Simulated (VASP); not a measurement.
Input of a VASP 6.6.1 run:

The input INCAR:

```
SYSTEM = C
ALGO = Normal
EDIFF = 1E-6
ENCUT = 520
ISIF = 2
ISMEAR = 0
LASPH = .TRUE.
LCHARG = .FALSE.
LREAL = .FALSE.
LWAVE = .FALSE.
NBANDS = 11
NELM = 60
PREC = Accurate
SIGMA = 0.03
```

File KPOINTS:

```
k-points
0
G
  16 16 16
  0 0 0
```

POSCAR

```
C
1.0
    0.0000000000      2.1484005097      3.4605416593
    1.2411264372      0.0000000000      3.4605416593
    1.2411264372      2.1484005097      0.0000000000
C
2
Direct
    0.1667065656      0.8332934344      0.1667065656
    0.8332934344      0.1667065656      0.8332934344
```

Potentials or basis: VASP PAW LDA potentials, release 64 (C).

Run with:

```bash
$ cat potpaw_LDA.64/C/POTCAR > POTCAR
$ mpirun -np 1 vasp_std > vasp.out
```

**Question.** Estimate the pressure.

**Answer.** -11.1 GPa.

**Question.** Predict the band gap on the k mesh.

**Answer.** 0.29 eV, indirect (least direct gap 0.34 eV).

**Question.** Estimate the largest force.

**Answer.** 0.021 eV/Å.

Forces in eV/Å, atoms in the order of the input:
```
C    0.000 -0.021  0.000
C    0.000  0.021  0.000
```

Caveat: the cell differs from its parent crystal (strain +0.015 along x and y, +0.030 along z). A k mesh can miss the band edges.
